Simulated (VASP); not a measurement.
# Be5ZnSe6 (P3m1) in VASP: notebook

The runs below take Be5ZnSe6 through single point, with PBE, RPBE+D3(BJ).

All numbers are computed with VASP 6.6.1; they aren't measurements. Logs are shortened: lines on timing, memory, paths and dates and some standing lists are left out, and cuts for length are marked.

## Step 1: The cell of the first run

The structure is trigonal, space group P3m1 (No. 156). The conventional cell has a = 3.724 Å, b = 3.724 Å, c = 18.331 Å, α = 90.00°, β = 90.00°, γ = 120.00°. Be (site symmetry 3m) has 4 Se at 2.24 to 2.27 Å within 3.0 Å. Within 2.9 Å of Be (site symmetry 3m) lie 4 Se at 2.23 to 2.27 Å. Within 3.0 Å of Be (site symmetry 3m) lie 4 Se at 2.24 to 2.27 Å. Be (site symmetry 3m) has 4 Se at 2.24 to 2.27 Å within 3.0 Å. Within 3.0 Å of Be (site symmetry 3m) lie 4 Se at 2.24 to 2.27 Å. Zn (site symmetry 3m) has 4 Se at 2.39 to 2.45 Å within 3.2 Å. Se (site symmetry 3m) has 3 Be at 2.27 Å and 1 Zn at 2.45 Å within 3.0 Å. Se (site symmetry 3m) has 1 Be at 2.23 Å and 3 Zn at 2.39 Å within 2.9 Å.

## Step 2: Single point, PBE

INCAR

```
  PREC = Accurate
  ENCUT = 600
  EDIFF = 1E-6
  ISMEAR = 0
  SIGMA = 0.02
  LREAL = False
  LASPH = True
  NELM = 120
  ALGO = Normal
  ISIF = 2
  LWAVE = False
  LCHARG = False
  GGA = PE
  NBANDS = 41
  GGA_COMPAT = False
```

KPOINTS

```
Automatic mesh
0
Gamma
  12 12 2
```

POSCAR

```
Be5ZnSe6
1.0
    3.7236691480      0.0000000000      0.0000000000
   -1.8618345740      3.2247920774      0.0000000000
    0.0000000000      0.0000000000     18.3308766040
Be Zn Se
5 1 6
Direct
    0.0000000000      0.0000000000      0.0092072561
    0.6666666667      0.3333333333      0.6573846962
    0.0000000000      0.0000000000      0.4955390985
    0.3333333333      0.6666666667      0.3334645980
    0.6666666667      0.3333333333      0.1714030255
    0.3333333333      0.6666666667      0.8357956244
    0.3333333333      0.6666666667      0.9697055636
    0.6666666667      0.3333333333      0.7789677788
    0.0000000000      0.0000000000      0.6177823952
    0.3333333333      0.6666666667      0.4556562641
    0.6666666667      0.3333333333      0.2935893077
    0.0000000000      0.0000000000      0.1315043920
```

Potentials or basis: VASP PAW PBE potentials, release 64 (Be, Zn, Se).

Command:

```bash
$ cat potpaw_PBE.64/Be/POTCAR potpaw_PBE.64/Zn/POTCAR potpaw_PBE.64/Se/POTCAR > POTCAR
$ mpirun -np 1 vasp_std > vasp.out
```

OUTCAR:

```text
PREC = Accurate
   ENCUT = 600
   EDIFF = 1E-6
   ISMEAR = 0
   LREAL = False
   LASPH = True
   NELM = 120
   ISIF = 2
   GGA = PE

 ion  position               nearest neighbor table
   1  0.000  0.000  0.009-  12 2.24   7 2.27   7 2.27   7 2.27
   2  0.667  0.333  0.657-   8 2.23   9 2.27   9 2.27   9 2.27
   3  0.000  0.000  0.496-   9 2.24  10 2.27  10 2.27  10 2.27
   4  0.333  0.667  0.333-  10 2.24  11 2.27  11 2.27  11 2.27
   5  0.667  0.333  0.171-  11 2.24  12 2.27  12 2.27  12 2.27
   6  0.333  0.667  0.836-   8 2.39   8 2.39   8 2.39   7 2.45
   7  0.333  0.667  0.970-   1 2.27   1 2.27   1 2.27   6 2.45
   8  0.667  0.333  0.779-   2 2.23   6 2.39   6 2.39   6 2.39
   9  0.000  0.000  0.618-   3 2.24   2 2.27   2 2.27   2 2.27
  10  0.333  0.667  0.456-   4 2.24   3 2.27   3 2.27   3 2.27
  11  0.667  0.333  0.294-   5 2.24   4 2.27   4 2.27   4 2.27
  12  0.000  0.000  0.132-   1 2.24   5 2.27   5 2.27   5 2.27

  LATTYP: Found a hexagonal cell.
 ALAT       =     3.7236691480
 C/A-ratio  =     4.9227994957

  Lattice vectors:

 A1 = (   3.7236691480,   0.0000000000,   0.0000000000)
 A2 = (  -1.8618345740,   3.2247920774,   0.0000000000)
 A3 = (   0.0000000000,   0.0000000000,  18.3308766040)

Analysis of symmetry for initial positions (statically):
=====================================================================
 Subroutine PRICEL returns:
 Original cell was already a primitive cell.

 Routine SETGRP: Setting up the symmetry group for a
 hexagonal supercell.

 Subroutine GETGRP returns: Found  6 space group operations
 (whereof  6 operations were pure point group operations)
 out of a pool of 24 trial point group operations.

The static configuration has the point symmetry C_3v.

Analysis of symmetry for dynamics (positions and initial velocities):
=====================================================================
 Subroutine PRICEL returns:
 Original cell was already a primitive cell.

 Routine SETGRP: Setting up the symmetry group for a
 hexagonal supercell.

 Subroutine GETGRP returns: Found  6 space group operations
 (whereof  6 operations were pure point group operations)
 out of a pool of 24 trial point group operations.

The dynamic configuration has the point symmetry C_3v.

 Subroutine INISYM returns: Found  6 space group operations
 (whereof  6 operations are pure point group operations),
 and found     1 'primitive' translations

----------------------------------------------------------------------------------------

                                     Primitive cell

  volume of cell :     220.1182

  direct lattice vectors                    reciprocal lattice vectors
     3.723669148  0.000000000  0.000000000     0.268552323  0.155048756  0.000000000
    -1.861834574  3.224792077  0.000000000     0.000000000  0.310097512  0.000000000
     0.000000000  0.000000000 18.330876604     0.000000000  0.000000000  0.054552765

  length of vectors
     3.723669148  3.723669148 18.330876604     0.310097512  0.310097512  0.054552765

  position of ions in fractional coordinates (direct lattice)
     0.000000000  0.000000000  0.009207256
     0.666666667  0.333333333  0.657384696
     0.000000000  0.000000000  0.495539098
     0.333333333  0.666666667  0.333464598
     0.666666667  0.333333333  0.171403025
     0.333333333  0.666666667  0.835795624
     0.333333333  0.666666667  0.969705564
     0.666666667  0.333333333  0.778967779
     0.000000000  0.000000000  0.617782395
     0.333333333  0.666666667  0.455656264
     0.666666667  0.333333333  0.293589308
     0.000000000  0.000000000  0.131504392

  ion indices of the primitive-cell ions
   primitive index   ion index
                 1           1
                 2           2
                 3           3
                 4           4
                 5           5
                 6           6
                 7           7
                 8           8
                 9           9
                10          10
                11          11
                12          12

----------------------------------------------------------------------------------------

 KPOINTS: Automatic mesh

Automatic generation of k-mesh.
 Grid dimensions read from file:
 generate k-points for:   12   12    2

 Generating k-lattice:

  Cartesian coordinates                     Fractional coordinates (reciprocal lattice)
     0.022379360  0.012920730  0.000000000     0.083333333  0.000000000  0.000000000
     0.000000000  0.025841459  0.000000000     0.000000000  0.083333333  0.000000000
     0.000000000  0.000000000  0.027276382     0.000000000  0.000000000  0.500000000

  Length of vectors
     0.025841459  0.025841459  0.027276382

  Shift w.r.t. Gamma in fractional coordinates (k-lattice)
     0.000000000  0.000000000  0.000000000

 Subroutine IBZKPT returns following result:
 ===========================================

 Found     38 irreducible k-points:

 Following reciprocal coordinates:
            Coordinates               Weight
  0.000000  0.000000  0.000000      1.000000
  0.083333 -0.000000  0.000000      6.000000
  0.166667 -0.000000  0.000000      6.000000
  0.250000 -0.000000  0.000000      6.000000
  0.333333 -0.000000  0.000000      6.000000
  0.416667 -0.000000  0.000000      6.000000
[... 16 lines left out ...]
  0.250000 -0.000000  0.500000      6.000000
  0.333333 -0.000000  0.500000      6.000000
 [... further k-points ...]
   k-points           NKPTS =     38   k-points in BZ     NKDIM =     38   number of bands    NBANDS=     41
   number of dos      NEDOS =    301   number of ions     NIONS =     12
   total plane-waves  NPLWV = 135000
   dimension x,y,z NGX =    30 NGY =   30 NGZ =  150
   dimension x,y,z NGXF=    60 NGYF=   60 NGZF=  300
   ions per type =               5   1   6
   NGX,Y,Z   is equivalent  to a cutoff of  13.39, 13.39, 13.60 a.u.
   NGXF,Y,Z  is equivalent  to a cutoff of  26.79, 26.79, 27.21 a.u.
 SYSTEM =  unknown system
   PREC   = accura    normal or accurate (medium, high low for compatibility)
   ISTART =      0    job   : 0-new  1-cont  2-samecut
   ICHARG =      2    charge: 1-file 2-atom 10-const
   ISPIN  =      1    spin polarized calculation?
   LNONCOLLINEAR =      F non collinear calculations
   LSORBIT =      F    spin-orbit coupling
   LASPH  =      T    aspherical Exc in radial PAW
   ENCUT  =  600.0 eV  44.10 Ry    6.64 a.u.   7.44  7.44 36.61*2*pi/ulx,y,z
   NELM   =    120;   NELMIN=  2; NELMDL= -5     # of ELM steps
   EDIFF  = 0.1E-05   stopping-criterion for ELM
   LREAL  =      F    real-space projection
   EDIFFG = 0.1E-04   stopping-criterion for IOM
   NSW    =      0    number of steps for IOM
   IBRION =     -1    ionic relax: 0-MD 1-quasi-New 2-CG
   NFREE  =      0    steps in history (QN), initial steepest desc. (CG)
   ISIF   =      2    stress and relaxation
   ISYM   =      2    0-nonsym 1-usesym 2-fastsym
   POTIM  = 0.5000    time-step for ionic-motion
   TEBEG  =    0.0;   TEEND  =   0.0 temperature during run
   PSTRESS=    0.0 pullay stress
   NELECT =      58.0000    total number of electrons
   NUPDOWN=      -1.0000    fix difference up-down
   EMIN   =  10.00;   EMAX   =-10.00  energy-range for DOS
   EFERMI =   0.00;   METHOD = LEGACY
   ISMEAR =     0;   SIGMA  =   0.02  broadening in eV -4-tet -1-fermi 0-gaus
   EFERMI_NEDOS =   21; number of points for ismear=-14 and -15
   IALGO  =     38    algorithm
   IMIX   =      4    mixing-type and parameters
     AMIX     =   0.40;   BMIX     =  1.00
     AMIX_MAG =   1.60;   BMIX_MAG =  1.00
  volume/ion in A,a.u.               =      18.34       123.79
  Fermi-wavevector in a.u.,A,eV,Ry     =   1.049540  1.983342 14.987270  1.101533
  Thomas-Fermi vector in A             =   2.184506
   LORBIT       =      0    0 simple, 1 ext, 2 COOP (PROOUT), +10 PAW based schemes
   GGA     = PE    functional components
   LHFCALC =     F    Hartree Fock is set to
   AEXX    =    0.0000 exact exchange contribution
   IVDW    =     0    specifies the selected vdW correction
   LEPSILON=     F    determine dielectric tensor
   LRPA    =     F    only Hartree local field effects (RPA)
 non-spin polarized calculation
 Gauss-broadening in eV      SIGMA  =   0.02
  energy-cutoff  :      600.00
  volume of cell :      220.12
 maximum number of plane-waves:      7391
 NGX is ok and might be reduce to    30
   NGX = 15   NGY = 15   NGZ = 73

 number of electron      57.9999986 magnetization

 Free energy of the ion-electron system (eV)
  ---------------------------------------------------
  ext. energy  EPLUGINS =         0.00000000
  ---------------------------------------------------
  free energy    TOTEN  =       -50.00376292 eV

  energy without entropy =      -50.00376292  energy(sigma->0) =      -50.00376292

 E-fermi :   3.4813     XC(G=0):  -9.3363

 val. band max:        3.3445663669   @ k =   0.0000   0.0000   0.0000
 cond. band min:       5.4583786460   @ k =   0.5000  -0.0000   0.0000
 fundamental gap:      2.1138122791
 Fermi energy:         3.4813333504

 k-point     1 :       0.0000    0.0000    0.0000
  band No.  band energies     occupation
      1     -10.7596      2.00000
      2     -10.5419      2.00000
      3     -10.4501      2.00000
      4      -9.9666      2.00000
      5      -9.8567      2.00000
      6      -9.5261      2.00000
[... 33 lines left out ...]
     40       8.1765      0.00000
     41       8.4029      0.00000

 k-point     2 :       0.0833   -0.0000    0.0000
  band No.  band energies     occupation
      1     -10.7042      2.00000
      2     -10.4896      2.00000
      3     -10.3981      2.00000
      4      -9.9238      2.00000
      5      -9.8153      2.00000
      6      -9.4925      2.00000
[... 962 lines left out ...]
      1      -9.9862      2.00000
      2      -9.9008      2.00000
      3      -9.6720      2.00000
      4      -9.5596      2.00000
      5      -9.2961      2.00000
      6      -9.1967      2.00000
[... 33 lines left out ...]
     40       8.8813      0.00000
     41       9.1811      0.00000

 [... further k-points ...]

------------------------ aborting loop because EDIFF is reached ----------------------------------------

  FORCE on cell =-STRESS in cart. coord.  units (eV):
  Direction    XX          YY          ZZ          XY          YZ          ZX
  --------------------------------------------------------------------------------------
  -------------------------------------------------------------------------------------
  Total        0.2795418      0.2795418      0.2133831      0.0000000      0.0000000      0.0000000
  in kB        2.0347042      2.0347042      1.5531539      0.0000000      0.0000000      0.0000000
  external PRESSURE =       1.8741875 kB  Pullay stress =       0.0000000 kB

 VOLUME and BASIS-vectors are now :
 -----------------------------------------------------------------------------
  energy-cutoff  :      600.00
  volume of cell :      220.12
      direct lattice vectors                 reciprocal lattice vectors
     3.723669148  0.000000000  0.000000000     0.268552323  0.155048756  0.000000000
    -1.861834574  3.224792077  0.000000000     0.000000000  0.310097512  0.000000000
     0.000000000  0.000000000 18.330876604     0.000000000  0.000000000  0.054552765

 POSITION                                       TOTAL-FORCE (eV/Angst)
 -----------------------------------------------------------------------------------
      0.00000      0.00000      0.16878        -0.000000     -0.000000     -0.003700
      1.86183      1.07493     12.05044        -0.000000     -0.000000     -0.000219
      0.00000      0.00000      9.08367        -0.000000     -0.000000      0.000368
     -0.00000      2.14986      6.11270        -0.000000      0.000000      0.000321
      1.86183      1.07493      3.14197        -0.000000     -0.000000      0.000274
     -0.00000      2.14986     15.32087         0.000000      0.000000      0.003989
     -0.00000      2.14986     17.77555         0.000000     -0.000000      0.016342
      1.86183      1.07493     14.27916        -0.000000     -0.000000     -0.020253
      0.00000      0.00000     11.32449         0.000000     -0.000000      0.000520
     -0.00000      2.14986      8.35258        -0.000000     -0.000000     -0.000328
      1.86183      1.07493      5.38175        -0.000000     -0.000000     -0.000361
      0.00000      0.00000      2.41059         0.000000      0.000000      0.003045
 -----------------------------------------------------------------------------------
    total drift:                                0.000000     -0.000001     -0.000921

  FREE ENERGIE OF THE ION-ELECTRON SYSTEM (eV)
  ---------------------------------------------------
  free  energy   TOTEN  =       -50.0037629163 eV

  energy  without entropy=      -50.0037629163  energy(sigma->0) =      -50.00376292
```

It took 11 min on 1 thread of Oxide Virtual Turin-like, shared host; peak memory 0.55 GiB.

What came out:

* Free energy: -50.0038 eV
* Pressure: 0.2 GPa
* Largest force: 0.020 eV/Å
* Band gap on the k mesh: 2.11 eV (least direct gap 2.81 eV)

Forces in eV/Å, atoms in the order of the input:
```
Be   0.000  0.000 -0.004
Be   0.000  0.000  0.000
Be   0.000  0.000  0.000
Be   0.000  0.000  0.000
Be   0.000  0.000  0.000
Zn   0.000  0.000  0.004
Se   0.000  0.000  0.016
Se   0.000  0.000 -0.020
Se   0.000  0.000  0.001
Se   0.000  0.000  0.000
Se   0.000  0.000  0.000
Se   0.000  0.000  0.003
```

## Step 3: Single point, RPBE+D3(BJ)

INCAR

```
ALGO = Normal
EDIFF = 1E-6
ENCUT = 600
GGA = RP
GGA_COMPAT = F
ISIF = 2
ISMEAR = 0
IVDW = 12
LASPH = T
LCHARG = T
LELF = T
LREAL = F
LVHAR = T
LWAVE = F
NBANDS = 41
NELM = 120
PREC = Accurate
SIGMA = 0.02
```

KPOINTS

```
k-points
0
Gamma
  12 12 2
```

POSCAR is that of step 2.

Potentials or basis: VASP PAW PBE potentials, release 64 (Be, Zn, Se).

Command:

```bash
$ cat potpaw_PBE.64/Be/POTCAR potpaw_PBE.64/Zn/POTCAR potpaw_PBE.64/Se/POTCAR > POTCAR
$ mpirun -np 1 vasp_std > vasp.out
```

It took 14 min on 1 thread of Oxide Virtual Turin-like, shared host; peak memory 0.56 GiB.

Results (log left out):

* Free energy: -59.4990 eV
* Pressure: -9.2 GPa
* Largest force: 0.165 eV/Å
* Band gap on the k mesh: 2.23 eV (least direct gap 2.94 eV)
* Dispersion energy per atom: -1.096 eV

Forces in eV/Å, atoms in the order of the input:
```
Be   0.000  0.000 -0.008
Be   0.000  0.000  0.002
Be   0.000  0.000 -0.010
Be   0.000  0.000 -0.012
Be   0.000  0.000 -0.013
Zn   0.000  0.000  0.020
Se   0.000  0.000  0.115
Se   0.000  0.000 -0.165
Se   0.000  0.000  0.034
Se   0.000  0.000  0.013
Se   0.000  0.000  0.012
Se   0.000  0.000  0.012
```

Stress tensor (GPa, compression positive):
```
-9.29  0.00  0.00
 0.00 -9.29  0.00
 0.00  0.00 -9.15
```

Levels at points of the mesh, in eV from the valence-band top:
```tsv
k point	band 27	band 28	band 29	band 30	band 31	band 32
(0.00, 0.00, 0.00)	-0.60	0.00	0.00	2.94	3.46	3.55
(0.50, 0.00, 0.00)	-1.84	-1.57	-1.15	2.23	2.93	3.08
(0.00, 0.00, 0.50)	-0.78	0.00	0.00	3.15	3.46	3.53
(0.50, 0.00, 0.50)	-1.91	-1.77	-1.17	2.44	2.57	3.37
```

Caveat: the cell stands under tension; the dispersion term is far too large for a dense solid, which distorts pressure and volume; the PAW data sets were made with another functional, which shifts forces and pressure a little. A k mesh can miss the band edges.
